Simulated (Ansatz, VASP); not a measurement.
# Two plane-wave programs on Mo

```
Mo
1.0
     0.00000    2.84363    2.84363
     2.84363    0.00000    2.84363
     2.84363    2.84363    0.00000
Mo
2
Direct
  0.87500 0.87500 0.87500
  0.12500 0.12500 0.12500
```

Alike in both runs: functional PBE; k mesh 14 × 14 × 14; occupations fermi-dirac, width 0.05 eV; no spin polarisation.

Ansatz relaxed the structure, and its values are those at the end. VASP's run is a single point on that final structure, the one shown.

|  | VASP | Ansatz |
| --- | --- | --- |
| version | VASP 6.6.1 | Ansatz 0.2.0 |
| potentials or method | VASP PAW PBE potentials, release 64 (Mo_sv) | PAW with Ansatz's default frozen-core files, scalar-relativistic |
| plane-wave cutoff (eV) | 520 | 420 |
| valence electrons in the cell | 28 | 28 |

Ansatz gave:

```
pressure (GPa) : 0.0
```

Question: Which values does VASP return?

Answer: Pressure (GPa): 0.4.
